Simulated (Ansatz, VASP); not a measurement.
**Two plane-wave programs on Si**

Contents of INCAR:

```
SYSTEM = Si
  PREC = Accurate
  ENCUT = 520
  EDIFF = 1E-6
  ISMEAR = 0
  SIGMA = 0.1
  LREAL = .False.
  LASPH = .True.
  NELM = 100
  ALGO = Normal
  ISIF = 2
  LWAVE = .False.
  LCHARG = .True.
  LDIPOL = .True.
  IDIPOL = 3
  DIPOL = 0.5 0.5 0.374
  GGA = PE
  IVDW = 12
  LELF = .True.
  LVHAR = .True.
  LVACPOTAV = .True.
  NBANDS = 16
```

The input KPOINTS:

```
Automatic mesh
0
Gamma
  9 9 1
  0 0 0
```

POSCAR

```
Si
1.0
    3.8475254730      0.0000000000      0.0000000000
   -1.9237627365      3.3320548013      0.0000000000
    0.0000000000      0.0000000000     18.4415958255
Si
4
Direct
    0.3333333333      0.6666666667      0.2695427207
    0.6666666667      0.3333333333      0.2440135899
    0.0000000000      1.3333333333      0.5038390340
    0.3333333333      1.0000000000      0.4783099031
```

Input for Ansatz:

```yaml
crystal:
  lattice:
    - [3.847525473, 0.0, 0.0]
    - [-1.9237627365, 3.3320548013, 0.0]
    - [0.0, 0.0, 18.4415958255]
  atoms:
    - { symbol: Si, position: [0.3333333333, 0.6666666667, 0.2695427207] }
    - { symbol: Si, position: [0.6666666667, 0.3333333333, 0.2440135899] }
    - { symbol: Si, position: [0.0, 1.3333333333, 0.503839034] }
    - { symbol: Si, position: [0.3333333333, 1.0, 0.4783099031] }
basis:
  ecutwfc: 420
kpoints:
  mp_grid: { grid: [9, 9, 1] }
hamiltonian:
  xc: pbe
  pseudopotentials: { kind: paw, azcp: { folder: soft_1 } }
  dispersion: d3bj
scf:
  occupations: { method: gaussian, width: 0.1 }
output:
  forces: true
  eigenvalues: true
efield:
  axis: 3
  dipole_correction: true
  ramp_width: 0.04
```

Alike in both runs: task single point; functional PBE; dispersion D3(BJ); k mesh 9 × 9 × 1; occupations gaussian, width 0.1 eV; no spin polarisation.

```csv
,VASP,Ansatz
version,VASP 6.6.1,Ansatz 0.2.0
potentials or method,"VASP PAW PBE potentials, release 64 (Si), cutoff 520 eV","scalar-relativistic, plane waves, PAW"
valence electrons in the cell,16,16
```

|  | VASP | Ansatz | Ansatz less VASP |
| --- | --- | --- | --- |
| gap on the k mesh at the Fermi level (eV) | 0.39 | 0.39 | 0.000 |
| least direct gap on the mesh (eV) | 0.39 | 0.39 | 0.000 |
| rms of the force components (eV/Å) | 0.075 | 0.076 | +0.0015 |

Atom by atom the forces differ by 0.003 eV/Å (rms over components).
